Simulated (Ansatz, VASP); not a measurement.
## ZnS: VASP beside Ansatz

```
CELL_PARAMETERS angstrom
0.00000 2.69451 2.69451
2.69451 0.00000 2.69451
2.69451 2.69451 0.00000
ATOMIC_POSITIONS crystal
Zn 0.00000 0.00000 0.00000
S 0.86134 0.86134 0.48121
```

Alike in both runs: task single point; functional r2SCAN; k mesh 8 × 8 × 8; occupations gaussian, width 0.05 eV; no spin polarisation.

|  | VASP | Ansatz |
| --- | --- | --- |
| version | VASP 6.6.1 | Ansatz 0.2.0 |
| potentials or method | VASP PAW PBE potentials, release 64 (Zn, S), cutoff 520 eV | scalar-relativistic, plane waves, PAW |
| valence electrons in the cell | 18 | 18 |

```tsv
	VASP	Ansatz	Ansatz less VASP
gap on the k mesh at the Fermi level (eV)	2.08	2.02	-0.057
least direct gap on the mesh (eV)	2.42	2.34	-0.086
rms of the force components (eV/Å)	23.953	22.438	-1.5148
```

VASP's potentials were made for PBE, not for r2SCAN. Atom by atom the forces differ by 1.515 eV/Å (rms over components).
